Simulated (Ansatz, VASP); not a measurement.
**Rh in VASP and in Ansatz**

```
Rh
1.0
     0.00000    1.90155    1.90155
     1.88253    0.00000    1.90155
     1.88253    1.90155    0.00000
Rh
1
Direct
  0.00000 0.00000 0.00000
```

Change from the starting cell: strain -0.0100 x Voigt [1, 0, 0, 0, 0, 0], atoms carried along.

Alike in both runs: task single point; functional PBE; k mesh 22 × 22 × 22; occupations gaussian, width 0.15 eV; no spin polarisation.

|  | VASP | Ansatz |
| --- | --- | --- |
| version | VASP 6.6.1 | Ansatz 0.2.0 |
| potentials or method | VASP PAW PBE potentials, release 64 (Rh_pv), cutoff 520 eV | scalar-relativistic, plane waves, PAW |
| valence electrons in the cell | 15 | 17 |

|  | VASP | Ansatz | Ansatz less VASP |
| --- | --- | --- | --- |
| gap on the k mesh at the Fermi level (eV) | none | none | - |
| pressure (GPa) | 8.8 | 8.8 | 0.00 |
| traceless stress, the component that is largest in VASP (GPa) | 1.67 | 1.68 | +0.005 |

A gap of «none» marks a metal or a gap that the smearing closes. The functional is the same, so the differences come from potentials, cutoffs and numerics. VASP's potentials hold 15 valence electrons a cell and Ansatz's 17, so a difference there can come from the potentials and not from the codes.
